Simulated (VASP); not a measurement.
A run of VASP 6.6.1:

File INCAR:

```
  PREC = Accurate
  ENCUT = 520
  EDIFF = 1E-6
  ISMEAR = -1
  SIGMA = 0.05
  LREAL = F
  LASPH = T
  NELM = 60
  ALGO = Normal
  ISIF = 2
  LWAVE = F
  LCHARG = F
  GGA = B5
  ALDAX = 1.0
  AGGAX = 1.0
  AGGAC = 1.0
  ALDAC = 0.0
  IVDW = 12
  VDW_S6 = 1.0
  VDW_S8 = 2.6996
  VDW_A1 = 0.4298
  VDW_A2 = 4.2359
  NBANDS = 35
```

KPOINTS

```
Automatic mesh
0
Gamma
  6 6 8
```

File POSCAR:

```
SnO2
1.0
    4.6739651233      0.0000000000      0.0000000000
    0.0000000000      4.6739651233      0.0000000000
    0.0000000000      0.0000000000      3.1434339099
Sn O
2 4
Direct
    0.5000000000      0.5000000000      0.5000000000
    0.0000000000      0.0000000000      0.0000000000
    0.8071000000      0.1929000000      0.5000000000
    0.6929000000      0.6929000000      0.0000000000
    0.1929000000      0.8071000000      0.5000000000
    0.3071000000      0.3071000000      0.0000000000
```

Potentials or basis: VASP PAW PBE potentials, release 64 (Sn_d, O).

Launch:

```sh
$ cat potpaw_PBE.64/Sn_d/POTCAR potpaw_PBE.64/O/POTCAR > POTCAR
$ mpirun -np 1 vasp_std > vasp.out
```

Hardware: 1 thread of Intel(R) Xeon(R) 6975P-C (Granite Rapids), with other jobs on the host.

Question: Estimate the wall time of this run.

Answer: It took 45 s on 1 thread of Intel(R) Xeon(R) 6975P-C (Granite Rapids), with other jobs on the host, peak memory 0.23 GiB. Counts: scf iterations 14, k points 50.
